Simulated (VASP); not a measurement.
# HfC (Fm-3m) in VASP: a series of runs

The runs below take HfC through single point, with PBE.

Everything below comes from runs of VASP 6.6.1. Logs are shortened: lines on timing, memory, paths and dates and some standing lists are left out, and cuts for length are marked.

## 1. The cell of the first run

Symmetry: Fm-3m, No. 225, cubic system. The conventional cell has a = 4.555 Å, b = 4.555 Å, c = 4.555 Å, α = 90.00°, β = 90.00°, γ = 90.00°. Hf (site symmetry m-3m) has 6 C at 2.28 Å within 3.0 Å. C (site symmetry m-3m) has 6 Hf at 2.28 Å within 3.0 Å.

## 2. Single point, PBE

Contents of INCAR:

```
SYSTEM = HfC
ALGO     = Normal         ! electronic algorithm
EDIFF    = 1E-6           ! SCF threshold, eV
ENCUT    = 520            ! plane-wave cutoff, eV
GGA      = PE             ! functional
ISIF     = 2              ! what is computed and relaxed
ISMEAR   = 1              ! smearing method
LASPH    = .True.         ! aspherical terms in the spheres
LCHARG   = .False.        ! write CHGCAR
LREAL    = .False.        ! projectors in reciprocal space
LWAVE    = .False.        ! write WAVECAR
NBANDS   = 14             ! bands
NELM     = 100            ! most SCF steps
PREC     = Accurate       ! precision mode
SIGMA    = 0.1            ! smearing width, eV
```

Contents of KPOINTS:

```
k-points
0
Gamma
  11 11 11
  0 0 0
```

Contents of POSCAR:

```
HfC
1.0
    0.0000000000      2.2775377028      2.2775377028
    2.2775377028      0.0000000000      2.2775377028
    2.2775377028      2.2775377028      0.0000000000
Hf C
1 1
Direct
    0.5000000000      0.5000000000      0.5000000000
    0.0000000000      0.0000000000      0.0000000000
```

Potentials or basis: VASP PAW PBE potentials, release 64 (Hf_pv, C).

On the command line:

```console
cat potpaw_PBE.64/Hf_pv/POTCAR potpaw_PBE.64/C/POTCAR > POTCAR
mpirun -np 1 vasp_std > vasp.out
```

OUTCAR:

```text
SYSTEM = HfC
   EDIFF = 1E-6
   ENCUT = 520
   GGA = PE
   ISIF = 2
   ISMEAR = 1
   LASPH = .True.
   LREAL = .False.
   NELM = 100
   PREC = Accurate

 ion  position               nearest neighbor table
   1  0.500  0.500  0.500-   2 2.28   2 2.28   2 2.28   2 2.28   2 2.28   2 2.28
   2  0.000  0.000  0.000-   1 2.28   1 2.28   1 2.28   1 2.28   1 2.28   1 2.28

  LATTYP: Found a face centered cubic cell.
 ALAT       =     4.5550754056

  Lattice vectors:

 A1 = (   0.0000000000,   2.2775377028,   2.2775377028)
 A2 = (   2.2775377028,   0.0000000000,   2.2775377028)
 A3 = (   2.2775377028,   2.2775377028,   0.0000000000)

Analysis of symmetry for initial positions (statically):
=====================================================================
 Subroutine PRICEL returns:
 Original cell was already a primitive cell.

 Routine SETGRP: Setting up the symmetry group for a
 face centered cubic supercell.

 Subroutine GETGRP returns: Found 48 space group operations
 (whereof 48 operations were pure point group operations)
 out of a pool of 48 trial point group operations.

The static configuration has the point symmetry O_h .

Analysis of symmetry for dynamics (positions and initial velocities):
=====================================================================
 Subroutine PRICEL returns:
 Original cell was already a primitive cell.

 Routine SETGRP: Setting up the symmetry group for a
 face centered cubic supercell.

 Subroutine GETGRP returns: Found 48 space group operations
 (whereof 48 operations were pure point group operations)
 out of a pool of 48 trial point group operations.

The dynamic configuration has the point symmetry O_h .

 Subroutine INISYM returns: Found 48 space group operations
 (whereof 48 operations are pure point group operations),
 and found     1 'primitive' translations

----------------------------------------------------------------------------------------

                                     Primitive cell

  volume of cell :      23.6280

  direct lattice vectors                    reciprocal lattice vectors
     0.000000000  2.277537703  2.277537703    -0.219535334  0.219535334  0.219535334
     2.277537703  0.000000000  2.277537703     0.219535334 -0.219535334  0.219535334
     2.277537703  2.277537703  0.000000000     0.219535334  0.219535334 -0.219535334

  length of vectors
     3.220924708  3.220924708  3.220924708     0.380246352  0.380246352  0.380246352

  position of ions in fractional coordinates (direct lattice)
     0.500000000  0.500000000  0.500000000
     0.000000000  0.000000000  0.000000000

  ion indices of the primitive-cell ions
   primitive index   ion index
                 1           1
                 2           2

----------------------------------------------------------------------------------------

 KPOINTS: k-points

Automatic generation of k-mesh.
 Grid dimensions read from file:
 generate k-points for:   11   11   11

 Generating k-lattice:

  Cartesian coordinates                     Fractional coordinates (reciprocal lattice)
    -0.019957758  0.019957758  0.019957758     0.090909091  0.000000000  0.000000000
     0.019957758 -0.019957758  0.019957758     0.000000000  0.090909091  0.000000000
     0.019957758  0.019957758 -0.019957758     0.000000000  0.000000000  0.090909091

  Length of vectors
     0.034567850  0.034567850  0.034567850

  Shift w.r.t. Gamma in fractional coordinates (k-lattice)
     0.000000000  0.000000000  0.000000000

 Subroutine IBZKPT returns following result:
 ===========================================

 Found     56 irreducible k-points:

 Following reciprocal coordinates:
            Coordinates               Weight
  0.000000  0.000000  0.000000      1.000000
  0.090909  0.000000  0.000000      8.000000
  0.181818  0.000000  0.000000      8.000000
  0.272727  0.000000  0.000000      8.000000
  0.363636  0.000000  0.000000      8.000000
  0.454545  0.000000  0.000000      8.000000
[... 16 lines left out ...]
 -0.272727  0.181818  0.000000     24.000000
 -0.181818  0.181818  0.000000     12.000000
 [... further k-points ...]
   k-points           NKPTS =     56   k-points in BZ     NKDIM =     56   number of bands    NBANDS=     14
   number of dos      NEDOS =    301   number of ions     NIONS =      2
   total plane-waves  NPLWV =  13824
   dimension x,y,z NGX =    24 NGY =   24 NGZ =   24
   dimension x,y,z NGXF=    48 NGYF=   48 NGZF=   48
   ions per type =               1   1
   NGX,Y,Z   is equivalent  to a cutoff of  12.39, 12.39, 12.39 a.u.
   NGXF,Y,Z  is equivalent  to a cutoff of  24.77, 24.77, 24.77 a.u.
 SYSTEM =  HfC
   PREC   = accura    normal or accurate (medium, high low for compatibility)
   ISTART =      0    job   : 0-new  1-cont  2-samecut
   ICHARG =      2    charge: 1-file 2-atom 10-const
   ISPIN  =      1    spin polarized calculation?
   LNONCOLLINEAR =      F non collinear calculations
   LSORBIT =      F    spin-orbit coupling
   LASPH  =      T    aspherical Exc in radial PAW
   ENCUT  =  520.0 eV  38.22 Ry    6.18 a.u.   5.99  5.99  5.99*2*pi/ulx,y,z
   NELM   =    100;   NELMIN=  2; NELMDL= -5     # of ELM steps
   EDIFF  = 0.1E-05   stopping-criterion for ELM
   LREAL  =      F    real-space projection
   EDIFFG = 0.1E-04   stopping-criterion for IOM
   NSW    =      0    number of steps for IOM
   IBRION =     -1    ionic relax: 0-MD 1-quasi-New 2-CG
   NFREE  =      0    steps in history (QN), initial steepest desc. (CG)
   ISIF   =      2    stress and relaxation
   ISYM   =      2    0-nonsym 1-usesym 2-fastsym
   POTIM  = 0.5000    time-step for ionic-motion
   TEBEG  =    0.0;   TEEND  =   0.0 temperature during run
   PSTRESS=    0.0 pullay stress
   NELECT =      14.0000    total number of electrons
   NUPDOWN=      -1.0000    fix difference up-down
   EMIN   =  10.00;   EMAX   =-10.00  energy-range for DOS
   EFERMI =   0.00;   METHOD = LEGACY
   ISMEAR =     1;   SIGMA  =   0.10  broadening in eV -4-tet -1-fermi 0-gaus
   EFERMI_NEDOS =   21; number of points for ismear=-14 and -15
   IALGO  =     38    algorithm
   IMIX   =      4    mixing-type and parameters
     AMIX     =   0.40;   BMIX     =  1.00
     AMIX_MAG =   1.60;   BMIX_MAG =  1.00
  volume/ion in A,a.u.               =      11.81        79.72
  Fermi-wavevector in a.u.,A,eV,Ry     =   1.375019  2.598409 25.724214  1.890676
  Thomas-Fermi vector in A             =   2.500393
   LORBIT       =      0    0 simple, 1 ext, 2 COOP (PROOUT), +10 PAW based schemes
   GGA     = PE    functional components
   LHFCALC =     F    Hartree Fock is set to
   AEXX    =    0.0000 exact exchange contribution
   IVDW    =     0    specifies the selected vdW correction
   LEPSILON=     F    determine dielectric tensor
   LRPA    =     F    only Hartree local field effects (RPA)
 non-spin polarized calculation
 Methfessel and Paxton  Order N= 1 SIGMA  =   0.10
  energy-cutoff  :      520.00
  volume of cell :       23.63
 maximum number of plane-waves:       648
   NGX = 11   NGY = 11   NGZ = 11

 number of electron      14.0000000 magnetization

 Free energy of the ion-electron system (eV)
  ---------------------------------------------------
  ext. energy  EPLUGINS =         0.00000000
  ---------------------------------------------------
  free energy    TOTEN  =       -20.97257619 eV

  energy without entropy =      -20.97224500  energy(sigma->0) =      -20.97246580

 E-fermi :   6.5266     XC(G=0): -12.5943

 val. band max:        6.5094325897   @ k =   0.1818   0.1818   0.0000
 cond. band min:       6.5454913911   @ k =   0.0909   0.0000   0.0000
 fundamental gap:      0.0360588013
 Fermi energy:         6.5266387833

 k-point     1 :       0.0000    0.0000    0.0000
  band No.  band energies     occupation
      1     -22.8302      2.00000
      2     -22.8302      2.00000
      3     -22.8302      2.00000
      4      -6.1834      2.00000
      5       7.4727     -0.00000
      6       7.4727     -0.00000
      7       7.4727     -0.00000
      8       7.8454     -0.00000
      9       7.8454     -0.00000
     10       7.8454     -0.00000
     11      10.0238      0.00000
     12      10.0238      0.00000
     13      14.0180      0.00000
     14      17.6207      0.00000

 k-point     2 :       0.0909    0.0000    0.0000
  band No.  band energies     occupation
      1     -22.9035      2.00000
      2     -22.8370      2.00000
      3     -22.8370      2.00000
      4      -5.9549      2.00000
      5       6.2009      2.00004
      6       6.5455      0.68711
      7       6.5455      0.68710
      8       8.2315     -0.00000
      9       8.2315     -0.00000
     10       8.6156      0.00000
     11      11.0293      0.00000
     12      11.0293      0.00000
     13      14.4656      0.00000
     14      18.2482      0.00000

 k-point     3 :       0.1818    0.0000    0.0000
  band No.  band energies     occupation
      1     -23.0947      2.00000
      2     -22.8549      2.00000
      3     -22.8549      2.00000
      4      -5.3117      2.00000
      5       4.5404      2.00000
      6       5.3271      2.00000
      7       5.3271      2.00000
      8       8.9074      0.00000
      9       8.9074      0.00000
     10       9.1658      0.00000
     11      12.9188      0.00000
     12      12.9188      0.00000
     13      15.4720      0.00000
     14      19.8297      0.00000
[... 324 lines left out ...]
 k-point    23 :      -0.2727    0.1818    0.0000
  band No.  band energies     occupation
      1     -23.4434      2.00000
      2     -23.0842      2.00000
      3     -22.8963      2.00000
      4      -3.3481      2.00000
      5       1.6536      2.00000
      6       3.6558      2.00000
      7       3.9872      2.00000
      8      10.1060      0.00000
      9      10.8087      0.00000
     10      12.3959      0.00000
     11      13.7440      0.00000
     12      16.4265      0.00000
     13      18.2569      0.00000
     14      20.5360      0.00000

 k-point    24 :      -0.1818    0.1818    0.0000
  band No.  band energies     occupation
      1     -23.3071      2.00000
      2     -23.0167      2.00000
      3     -22.8649      2.00000
      4      -4.1564      2.00000
      5       2.6541      2.00000
      6       4.0304      2.00000
      7       4.4616      2.00000
      8       9.2492      0.00000
      9      10.3922      0.00000
     10      11.5325      0.00000
     11      12.5653      0.00000
     12      16.6616      0.00000
     13      16.7208      0.00000
     14      20.5513      0.00000

 [... further k-points ...]
[... 5 lines left out ...]
  --------------------------------------------------------------------------------------
  -------------------------------------------------------------------------------------
  Total        2.4020040      2.4020040      2.4020040      0.0000000     -0.0000000      0.0000000
  in kB      162.8761868    162.8761868    162.8761868      0.0000000     -0.0000000      0.0000000
  external PRESSURE =     162.8761868 kB  Pullay stress =       0.0000000 kB

 VOLUME and BASIS-vectors are now :
 -----------------------------------------------------------------------------
  energy-cutoff  :      520.00
  volume of cell :       23.63
      direct lattice vectors                 reciprocal lattice vectors
     0.000000000  2.277537703  2.277537703    -0.219535334  0.219535334  0.219535334
     2.277537703  0.000000000  2.277537703     0.219535334 -0.219535334  0.219535334
     2.277537703  2.277537703  0.000000000     0.219535334  0.219535334 -0.219535334

 POSITION                                       TOTAL-FORCE (eV/Angst)
 -----------------------------------------------------------------------------------
      2.27754      2.27754      2.27754         0.000000      0.000000     -0.000000
      0.00000      0.00000      0.00000         0.000000     -0.000000      0.000000
 -----------------------------------------------------------------------------------
    total drift:                                0.000000     -0.000000      0.000000

  FREE ENERGIE OF THE ION-ELECTRON SYSTEM (eV)
  ---------------------------------------------------
  free  energy   TOTEN  =       -20.9725761927 eV

  energy  without entropy=      -20.9722449997  energy(sigma->0) =      -20.97246580
```

It took 7 s on 1 thread of Intel Xeon 6975P-C (Granite Rapids), shared host; peak memory 0.14 GiB.

Results:

| Item | Value |
| --- | --- |
| Free energy | -20.9726 eV |
| Pressure | 16.3 GPa |
| Band gap on the k mesh | zero (band 7 reaches 7.47 eV, above the bottom of band 8 at 6.01 eV) |

Caveat: spin-orbit coupling is left out, which moves the levels of the heavy elements.

[end of part 1 of 2]
